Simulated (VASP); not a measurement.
# Sb in VASP: notebook

Runs on Sb. Level: PBE. Tasks: single point, relaxation of cell and atoms.

Program: VASP 6.6.1. These are calculated values, not measurements. Logs are shortened: lines on timing, memory, paths and dates and some standing lists are left out, and cuts for length are marked.

### 1 The cell of the first run

Symmetry: P6/mmm, No. 191, hexagonal system. Conventional cell: a = 3.284 Å, b = 3.284 Å, c = 3.079 Å, α = 90.00°, β = 90.00°, γ = 120.00°. Within 4.1 Å of Sb (site symmetry 6/mmm) lie 8 Sb at 3.08 to 3.28 Å.

This isn't the form of Sb at room conditions, which is rhombohedral.

### 2 Single point, PBE

INCAR reads:

```
PREC = Accurate
ENCUT = 520
EDIFF = 1E-6
ISMEAR = 0
SIGMA = 0.1
LREAL = False
LASPH = True
NELM = 100
ALGO = Normal
ISIF = 2
LWAVE = False
LCHARG = False
GGA = PE
NBANDS = 8
```

KPOINTS reads:

```
Automatic mesh
0
Gamma
  6 6 6
```

POSCAR reads:

```
Sb
1.0
    3.2835612669      0.0000000000      0.0000000000
   -1.6417806334      2.8436474720      0.0000000000
    0.0000000000      0.0000000000      3.0791231622
Sb
1
Direct
    0.0000000000      0.0000000000      0.5000000000
```

Potentials or basis: VASP PAW PBE potentials, release 64 (Sb).

Started as:

```bash
$ cat potpaw_PBE.64/Sb/POTCAR > POTCAR
$ mpirun -np 1 vasp_std > vasp.out
```

OUTCAR:

```text
PREC = Accurate
   ENCUT = 520
   EDIFF = 1E-6
   ISMEAR = 0
   LREAL = False
   LASPH = True
   NELM = 100
   ISIF = 2
   GGA = PE

 ion  position               nearest neighbor table
   1  0.000  0.000  0.500-

  LATTYP: Found a hexagonal cell.
 ALAT       =     3.2835612669
 C/A-ratio  =     0.9377389097

  Lattice vectors:

 A1 = (   3.2835612669,   0.0000000000,   0.0000000000)
 A2 = (  -1.6417806334,   2.8436474720,   0.0000000000)
 A3 = (   0.0000000000,   0.0000000000,   3.0791231622)

Analysis of symmetry for initial positions (statically):
=====================================================================
 Subroutine PRICEL returns:
 Original cell was already a primitive cell.

 Routine SETGRP: Setting up the symmetry group for a
 hexagonal supercell.

 Subroutine GETGRP returns: Found 24 space group operations
 (whereof 24 operations were pure point group operations)
 out of a pool of 24 trial point group operations.

The static configuration has the point symmetry D_6h.

Analysis of symmetry for dynamics (positions and initial velocities):
=====================================================================
 Subroutine PRICEL returns:
 Original cell was already a primitive cell.

 Routine SETGRP: Setting up the symmetry group for a
 hexagonal supercell.

 Subroutine GETGRP returns: Found 24 space group operations
 (whereof 24 operations were pure point group operations)
 out of a pool of 24 trial point group operations.

The dynamic configuration has the point symmetry D_6h.

 Subroutine INISYM returns: Found 24 space group operations
 (whereof 24 operations are pure point group operations),
 and found     1 'primitive' translations

----------------------------------------------------------------------------------------

                                     Primitive cell

  volume of cell :      28.7507

  direct lattice vectors                    reciprocal lattice vectors
     3.283561267  0.000000000  0.000000000     0.304547386  0.175830515  0.000000000
    -1.641780633  2.843647472  0.000000000     0.000000000  0.351661030  0.000000000
     0.000000000  0.000000000  3.079123162     0.000000000  0.000000000  0.324767782

  length of vectors
     3.283561267  3.283561267  3.079123162     0.351661030  0.351661030  0.324767782

  position of ions in fractional coordinates (direct lattice)
     0.000000000  0.000000000  0.500000000

  ion indices of the primitive-cell ions
   primitive index   ion index
                 1           1

----------------------------------------------------------------------------------------

 KPOINTS: Automatic mesh

Automatic generation of k-mesh.
 Grid dimensions read from file:
 generate k-points for:    6    6    6

 Generating k-lattice:

  Cartesian coordinates                     Fractional coordinates (reciprocal lattice)
     0.050757898  0.029305086  0.000000000     0.166666667  0.000000000  0.000000000
     0.000000000  0.058610172  0.000000000     0.000000000  0.166666667  0.000000000
     0.000000000  0.000000000  0.054127964     0.000000000  0.000000000  0.166666667

  Length of vectors
     0.058610172  0.058610172  0.054127964

  Shift w.r.t. Gamma in fractional coordinates (k-lattice)
     0.000000000  0.000000000  0.000000000

 Subroutine IBZKPT returns following result:
 ===========================================

 Found     28 irreducible k-points:

 Following reciprocal coordinates:
            Coordinates               Weight
  0.000000  0.000000  0.000000      1.000000
  0.166667  0.000000  0.000000      6.000000
  0.333333  0.000000  0.000000      6.000000
  0.500000  0.000000  0.000000      3.000000
  0.166667  0.166667  0.000000      6.000000
  0.333333  0.166667  0.000000     12.000000
[... 16 lines left out ...]
  0.166667  0.000000  0.500000      6.000000
  0.333333  0.000000  0.500000      6.000000
 [... further k-points ...]
   k-points           NKPTS =     28   k-points in BZ     NKDIM =     28   number of bands    NBANDS=      8
   number of dos      NEDOS =    301   number of ions     NIONS =      1
   total plane-waves  NPLWV =  13824
   dimension x,y,z NGX =    24 NGY =   24 NGZ =   24
   dimension x,y,z NGXF=    48 NGYF=   48 NGZF=   48
   ions per type =               1
   NGX,Y,Z   is equivalent  to a cutoff of  12.15, 12.15, 12.96 a.u.
   NGXF,Y,Z  is equivalent  to a cutoff of  24.30, 24.30, 25.92 a.u.
 SYSTEM =  unknown system
   PREC   = accura    normal or accurate (medium, high low for compatibility)
   ISTART =      0    job   : 0-new  1-cont  2-samecut
   ICHARG =      2    charge: 1-file 2-atom 10-const
   ISPIN  =      1    spin polarized calculation?
   LNONCOLLINEAR =      F non collinear calculations
   LSORBIT =      F    spin-orbit coupling
   LASPH  =      T    aspherical Exc in radial PAW
   ENCUT  =  520.0 eV  38.22 Ry    6.18 a.u.   6.11  6.11  5.73*2*pi/ulx,y,z
   NELM   =    100;   NELMIN=  2; NELMDL= -5     # of ELM steps
   EDIFF  = 0.1E-05   stopping-criterion for ELM
   LREAL  =      F    real-space projection
   EDIFFG = 0.1E-04   stopping-criterion for IOM
   NSW    =      0    number of steps for IOM
   IBRION =     -1    ionic relax: 0-MD 1-quasi-New 2-CG
   NFREE  =      0    steps in history (QN), initial steepest desc. (CG)
   ISIF   =      2    stress and relaxation
   ISYM   =      2    0-nonsym 1-usesym 2-fastsym
   POTIM  = 0.5000    time-step for ionic-motion
   TEBEG  =    0.0;   TEEND  =   0.0 temperature during run
   PSTRESS=    0.0 pullay stress
   NELECT =       5.0000    total number of electrons
   NUPDOWN=      -1.0000    fix difference up-down
   EMIN   =  10.00;   EMAX   =-10.00  energy-range for DOS
   EFERMI =   0.00;   METHOD = LEGACY
   ISMEAR =     0;   SIGMA  =   0.10  broadening in eV -4-tet -1-fermi 0-gaus
   EFERMI_NEDOS =   21; number of points for ismear=-14 and -15
   IALGO  =     38    algorithm
   IMIX   =      4    mixing-type and parameters
     AMIX     =   0.40;   BMIX     =  1.00
     AMIX_MAG =   1.60;   BMIX_MAG =  1.00
  volume/ion in A,a.u.               =      28.75       194.02
  Fermi-wavevector in a.u.,A,eV,Ry     =   0.913795  1.726822 11.361158  0.835022
  Thomas-Fermi vector in A             =   2.038348
   LORBIT       =      0    0 simple, 1 ext, 2 COOP (PROOUT), +10 PAW based schemes
   GGA     = PE    functional components
   LHFCALC =     F    Hartree Fock is set to
   AEXX    =    0.0000 exact exchange contribution
   IVDW    =     0    specifies the selected vdW correction
   LEPSILON=     F    determine dielectric tensor
   LRPA    =     F    only Hartree local field effects (RPA)
 non-spin polarized calculation
 Gauss-broadening in eV      SIGMA  =   0.10
  energy-cutoff  :      520.00
  volume of cell :       28.75
 maximum number of plane-waves:       798
   NGX = 13   NGY = 13   NGZ = 11

 number of electron       5.0000000 magnetization

 Free energy of the ion-electron system (eV)
  ---------------------------------------------------
  ext. energy  EPLUGINS =         0.00000000
  ---------------------------------------------------
  free energy    TOTEN  =        -4.00630480 eV

  energy without entropy =       -4.00424588  energy(sigma->0) =       -4.00527534

 E-fermi :   7.7263     XC(G=0):  -9.8551

 val. band max:        7.6537685279   @ k =   0.1667   0.1667   0.3333
 cond. band min:       8.0101915773   @ k =   0.3333   0.1667   0.3333
 fundamental gap:      0.3564230494
 Fermi energy:         7.7263397883

 k-point     1 :       0.0000    0.0000    0.0000
  band No.  band energies     occupation
      1      -4.9136      2.00000
      2      10.9729      0.00000
      3      12.0169      0.00000
      4      12.0169      0.00000
      5      14.6313      0.00000
      6      17.3098      0.00000
      7      17.5116      0.00000
      8      17.5116      0.00000

 k-point     2 :       0.1667    0.0000    0.0000
  band No.  band energies     occupation
      1      -4.4183      2.00000
      2       8.7129      0.00000
      3      10.9529      0.00000
      4      11.4585      0.00000
      5      14.7993      0.00000
      6      15.5484      0.00000
      7      19.2672      0.00000
      8      19.7871      0.00000

 k-point     3 :       0.3333    0.0000    0.0000
  band No.  band energies     occupation
      1      -3.0132      2.00000
      2       4.4510      2.00000
      3       9.5707      0.00000
      4      12.7207      0.00000
      5      13.5231      0.00000
      6      16.6821      0.00000
      7      20.8989      0.00000
      8      21.5467      0.00000

 k-point     4 :       0.5000    0.0000    0.0000
  band No.  band energies     occupation
      1      -1.6764      2.00000
      2       2.0946      2.00000
      3       9.0414      0.00000
      4      13.0730      0.00000
      5      13.6704      0.00000
      6      18.6480      0.00000
      7      18.9433      0.00000
      8      19.3111      0.00000

 k-point     5 :       0.1667    0.1667    0.0000
  band No.  band energies     occupation
      1      -3.4603      2.00000
      2       6.1132      2.00000
      3       8.2483      0.00000
      4      12.3471      0.00000
      5      16.0834      0.00000
      6      16.6731      0.00000
      7      18.5106      0.00000
      8      22.0991      0.00000
[... 177 lines left out ...]
 k-point    22 :       0.0000    0.0000    0.5000
  band No.  band energies     occupation
      1      -2.4202      2.00000
      2       1.9115      2.00000
      3      14.0909      0.00000
      4      14.0909      0.00000
      5      18.9682      0.00000
      6      19.4963      0.00000
      7      19.4963      0.00000
      8      20.2121      0.00000

 k-point    23 :       0.1667    0.0000    0.5000
  band No.  band energies     occupation
      1      -1.9154      2.00000
      2       2.3787      2.00000
      3      11.0398      0.00000
      4      13.0171      0.00000
      5      15.5749      0.00000
      6      17.4447      0.00000
      7      19.0030      0.00000
      8      19.5610      0.00000

 k-point    24 :       0.3333    0.0000    0.5000
  band No.  band energies     occupation
      1      -0.4546      2.00000
      2       3.6213      2.00000
      3       6.7183      2.00000
      4      11.5988      0.00000
      5      11.8527      0.00000
      6      16.2380      0.00000
      7      17.8593      0.00000
      8      17.8753      0.00000

 [... further k-points ...]

------------------------ aborting loop because EDIFF is reached ----------------------------------------

  FORCE on cell =-STRESS in cart. coord.  units (eV):
  Direction    XX          YY          ZZ          XY          YZ          ZX
  --------------------------------------------------------------------------------------
  -------------------------------------------------------------------------------------
  Total        0.5684470      0.5684470     -0.3110645      0.0000000     -0.0000000      0.0000000
  in kB       31.6776270     31.6776270    -17.3345734      0.0000000     -0.0000000      0.0000000
  external PRESSURE =      15.3402269 kB  Pullay stress =       0.0000000 kB

 VOLUME and BASIS-vectors are now :
 -----------------------------------------------------------------------------
  energy-cutoff  :      520.00
  volume of cell :       28.75
      direct lattice vectors                 reciprocal lattice vectors
     3.283561267  0.000000000  0.000000000     0.304547386  0.175830515  0.000000000
    -1.641780633  2.843647472  0.000000000     0.000000000  0.351661030  0.000000000
     0.000000000  0.000000000  3.079123162     0.000000000  0.000000000  0.324767782

 POSITION                                       TOTAL-FORCE (eV/Angst)
 -----------------------------------------------------------------------------------
      0.00000      0.00000      1.53956        -0.000000      0.000000      0.000000
 -----------------------------------------------------------------------------------
    total drift:                               -0.000000      0.000000     -0.000000

  FREE ENERGIE OF THE ION-ELECTRON SYSTEM (eV)
  ---------------------------------------------------
  free  energy   TOTEN  =        -4.0063047990 eV

  energy  without entropy=       -4.0042458837  energy(sigma->0) =       -4.00527534
```

It took 7 s on 1 thread of Intel Xeon Platinum 8488C (Sapphire Rapids), shared host; peak memory 0.13 GiB.

What came out:

```
Free energy            : -4.0063 eV
Pressure               : 1.5 GPa
Band gap on the k mesh : zero (an odd number of electrons rules out a gap without spin polarisation)
```

Caveat: the k points lie up to 0.37 Å⁻¹ apart, too coarse for converged energies and pressures of a metal; spin-orbit coupling is left out, which moves the levels of the heavy elements.

### 3 Single point, PBE

This run uses another cell than the first one: it holds 4 atoms, not 1.

INCAR reads:

```
SYSTEM = Sb
ALGO = Normal
EDIFF = 1E-7
ENCUT = 520
GGA = PE
ISIF = 2
ISMEAR = 0
LASPH = .TRUE.
LCHARG = .TRUE.
LELF = .TRUE.
LREAL = .FALSE.
LVHAR = .TRUE.
LWAVE = .FALSE.
NBANDS = 18
NELM = 60
PREC = Accurate
SIGMA = 0.2
```

KPOINTS reads:

```
k-points
0
G
  6 6 2
  0 0 0
```

POSCAR reads:

```
Sb
1.0
    3.2882788547      0.0063424703     -0.0021238870
   -1.6384827825      2.8400956961     -0.0013677631
    0.0200314034     -0.0245330454     12.3164519258
Sb
4
Direct
    0.5004452388      1.0002783947      0.3749587054
    0.5004576809      1.0004748432      0.8749508248
    0.4995670353      0.0002137446      0.1250392942
    0.4995300450     -0.0009669825      0.6250511756
```

Potentials or basis: VASP PAW PBE potentials, release 64 (Sb).

Started as:

```bash
$ cat potpaw_PBE.64/Sb/POTCAR > POTCAR
$ mpirun -np 1 vasp_std > vasp.out
```

It took 57 s on 1 thread of Intel Xeon Platinum 8488C (Sapphire Rapids), shared host; peak memory 0.25 GiB.

It converged, with:

```yaml
Free_energy: -16.0071 eV
Pressure: 0.0 GPa
Band_gap_on_the_k_mesh: zero (bands 10 and 11 overlap by 7.13 eV)
```

Stress tensor (GPa, compression positive):
```
-0.10 -0.06 -0.01
-0.06 -0.05  0.03
-0.01  0.03  0.15
```

Levels at points of the mesh, in eV from the Fermi level:
```csv
k point,band 7,band 8,band 9,band 10,band 11,band 12,band 13,band 14
"(0.00, 0.00, 0.00)",-2.02,3.36,4.36,4.41,5.22,5.22,5.27,5.28
"(0.50, 0.00, 0.00)",-4.67,-3.41,-3.06,0.86,0.87,1.48,2.31,2.31
"(0.00, 0.50, 0.00)",-4.66,-3.41,-3.03,0.89,0.90,1.41,2.23,2.24
"(0.50, 0.50, 0.00)",-4.66,-3.41,-3.03,0.89,0.90,1.39,2.22,2.22
"(0.00, 0.00, 0.50)",1.07,1.07,4.59,4.59,4.64,4.64,6.02,6.02
"(0.50, 0.00, 0.50)",-3.86,-3.86,-1.77,-1.77,1.70,1.70,3.09,3.09
"(0.00, 0.50, 0.50)",-3.86,-3.86,-1.74,-1.74,1.63,1.63,3.01,3.01
"(0.50, 0.50, 0.50)",-3.86,-3.86,-1.74,-1.74,1.61,1.61,3.00,3.00
```

Caveat: the k points lie up to 0.37 Å⁻¹ apart, too coarse for converged energies and pressures of a metal; spin-orbit coupling is left out, which moves the levels of the heavy elements.

### 4 Single point, PBE

This run uses another cell than the first one, of 29.15 Å³/atom.

INCAR reads:

```
  PREC = Accurate
  ENCUT = 520
  EDIFF = 1E-7
  ISMEAR = 0
  SIGMA = 0.1
  LREAL = F
  LASPH = T
  NELM = 60
  ALGO = Normal
  ISIF = 2
  LWAVE = F
  LCHARG = F
  GGA = PE
  NBANDS = 8
```

KPOINTS reads:

```
Automatic mesh
0
Gamma
  18 18 18
```

POSCAR reads:

```
Sb
1.0
    3.2822751045      0.0000000000      0.0000000000
   -1.6411375522      2.8425336227      0.0000000000
    0.0000000000      0.0000000000      3.1247836222
Sb
1
Direct
    0.0000000000      0.0000000000      0.5000000000
```

Started as:

```bash
$ cat potpaw_PBE.64/Sb/POTCAR > POTCAR
$ mpirun -np 1 vasp_std > vasp.out
```

Run time: 51 s. Hardware: 1 thread of Intel Xeon Platinum 8488C (Sapphire Rapids), shared host; peak memory 0.2 GiB.

The run converged. Its results:

- Free energy: -3.9902 eV
- Pressure: -0.1 GPa
- Band gap on the k mesh: zero (an odd number of electrons rules out a gap without spin polarisation)

Levels at points of the mesh, in eV from the Fermi level:
| k point | band 1 | band 2 | band 3 | band 4 | band 5 | band 6 | band 7 |
| --- | --- | --- | --- | --- | --- | --- | --- |
| (0.00, 0.00, 0.00) | -12.49 | 2.96 | 4.45 | 4.45 | 6.73 | 9.63 | 9.92 |
| (0.50, 0.00, 0.00) | -9.25 | -5.49 | 1.46 | 5.49 | 5.64 | 10.70 | 11.02 |
| (0.00, 0.00, 0.50) | -10.17 | -5.67 | 6.37 | 6.37 | 11.39 | 11.79 | 11.79 |
| (0.50, 0.00, 0.50) | -6.71 | -3.54 | -2.96 | 2.36 | 3.34 | 8.12 | 9.70 |

Caveat: spin-orbit coupling is left out, which moves the levels of the heavy elements.

### 5 Relaxation of cell and atoms, PBE

INCAR reads:

```
ALGO     = Normal         # electronic algorithm
EDIFF    = 1E-7           # SCF threshold, eV
EDIFFG   = -0.01          # ionic threshold
ENCUT    = 600            # plane-wave cutoff, eV
GGA      = PE             # functional
IBRION   = 2              # ionic algorithm
ISIF     = 3              # what is computed and relaxed
ISMEAR   = 0              # smearing method
LASPH    = True           # aspherical terms in the spheres
LCHARG   = False          # write CHGCAR
LREAL    = False          # projectors in reciprocal space
LWAVE    = False          # write WAVECAR
NELM     = 60             # most SCF steps
NSW      = 100            # ionic steps
PREC     = Accurate       # precision mode
SIGMA    = 0.1            # smearing width, eV
```

KPOINTS reads:

```
k-points
0
Gamma
  18 18 18
```

POSCAR reads:

```
Sb
1.0
    3.2835612669      0.0000000000      0.0000000000
   -1.6417806334      2.8436474720      0.0000000000
    0.0000000000      0.0000000000      3.0791231622
Sb
1
Direct
    0.0000000000      0.0000000000      0.5000000000
```

Started as:

```bash
$ cat potpaw_PBE.64/Sb/POTCAR > POTCAR
$ mpirun -np 1 vasp_std > vasp.out
```

Wall time 1.7 min (1 thread of Intel Xeon Platinum 8488C (Sapphire Rapids), shared host); peak memory 0.23 GiB.

It converged, with:

```yaml
Free_energy: -3.9902 eV
Relaxed_volume: 29.11 Å³/atom
Relaxed_cell: a = 3.280 Å, b = 3.280 Å, c = 3.124 Å, α = 90.00°, β = 90.00°, γ = 120.00°
Space_group_after_relaxing_to_0.1_Å: P6/mmm (No. 191)
Energy_gained_by_relaxing: 2.0 meV/atom
Ionic_steps: 4
Pressure_after_relaxing: 0.0 GPa
Band_gap_on_the_k_mesh: zero (an odd number of electrons rules out a gap without spin polarisation)
```

The path:
```tsv
step	energy change (eV)	largest force (eV/Å)	pressure (GPa)	volume (Å³)
1	0.0000	0.0000	0.70	28.75
2	-0.0018	0.0000	-0.32	29.28
3	-0.0018	0.0000	-0.19	29.21
4	-0.0020	0.0000	0.02	29.11
```

Final structure:
```xyz
1
Lattice="3.2803 0.0000 0.0000 -1.6402 2.8408 0.0000 0.0000 0.0000 3.1236" Properties=species:S:1:pos:R:3 pbc="T T T"
Sb    0.0000    0.0000    1.5618
```

Levels at points of the mesh, in eV from the Fermi level:
```
           k point  band 1  band 2  band 3  band 4  band 5
(0.00, 0.00, 0.00)  -12.51    2.96    4.46    4.46    6.73
(0.50, 0.00, 0.00)   -9.25   -5.50    1.47    5.49    5.65
(0.00, 0.00, 0.50)  -10.18   -5.69    6.39    6.39   11.40
(0.50, 0.00, 0.50)   -6.71   -3.55   -2.97    2.35    3.34
```

Caveat: spin-orbit coupling is left out, which moves the levels of the heavy elements.

### 6 Overview

```csv
task,cell,k mesh,cutoff (eV),smearing,gap on the mesh (eV),pressure (GPa)
single point,"a = 3.284, b = 3.284, c = 3.079 Å, angles 90.0, 90.0, 120.0°, 1 atom, atomic positions A",6 × 6 × 6,520,gaussian 0.1 eV,none,1.5
single point,"a = 3.288, b = 3.279, c = 12.316 Å, angles 90.2, 89.9, 119.9°, 4 atoms, atomic positions B",6 × 6 × 2,520,gaussian 0.2 eV,none,0.0
single point,"a = 3.282, b = 3.282, c = 3.125 Å, angles 90.0, 90.0, 120.0°, 1 atom, atomic positions A",18 × 18 × 18,520,gaussian 0.1 eV,none,-0.1
relaxation of cell and atoms,"relaxed from a = 3.284, b = 3.284, c = 3.079 Å, angles 90.0, 90.0, 120.0°, 1 atom, atomic positions A",18 × 18 × 18,600,gaussian 0.1 eV,none,0.0
```

Alike in all rows: level PBE; potentials or basis VASP PAW PBE potentials, release 64 (Sb); no spin polarisation.

Caveats: some runs use coarse meshes; spin-orbit coupling is left out, which moves the levels of the heavy elements.

Absolute energies hang on the potentials; compare differences alone.
